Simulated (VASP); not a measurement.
Write the native input for VASP 6.6.1 that does the following.

| Quantity | Value |
| --- | --- |
| Task | single point |
| Functional | PBEsol |
| Potentials or basis | VASP PAW PBE potentials, release 64 (Pd) |
| Cutoff | 520 eV |
| k mesh | 10 × 10 × 10 |
| Occupations | methfessel-paxton, width 0.15 eV |
| Spin | no spin polarisation |
| Dipole correction | no |
| Further INCAR settings | ALGO = Normal; EDIFF = 1e-06; NBANDS = 11 |

The structure of Pd lies in POSCAR:

```
Pd
1.0
    0.0000000000      1.9465000000      1.9465000000
    1.9465000000      0.0000000000      1.9465000000
    1.9465000000      1.9465000000      0.0000000000
Pd
1
Direct
    0.0000000000      0.0000000000      0.0000000000
```

These files were run (other wordings do the same):

INCAR

```
SYSTEM = Pd
  PREC = Accurate
  ENCUT = 520
  EDIFF = 1E-6
  ISMEAR = 1
  SIGMA = 0.15
  LREAL = .False.
  LASPH = .True.
  NELM = 80
  ALGO = Normal
  ISIF = 2
  LWAVE = .False.
  LCHARG = .False.
  GGA = PS
  NBANDS = 11
```

KPOINTS

```
Automatic mesh
0
Gamma
  10 10 10
  0 0 0
```

Potentials or basis: VASP PAW PBE potentials, release 64 (Pd).

Launch:

```bash
$ cat potpaw_PBE.64/Pd/POTCAR > POTCAR
$ mpirun -np 1 vasp_std > vasp.out
```

It gave:

```
Pressure               : -3.2 GPa
Band gap on the k mesh : zero (band 5 reaches 9.92 eV, above the bottom of band 6 at 8.35 eV)
```

Caveat: the PAW data sets were made with another functional, which shifts forces and pressure a little.

Run time: 4.6 s on 1 thread of AMD EPYC 7R13 Processor (Zen 3) (shared host), peak memory 0.09 GiB.
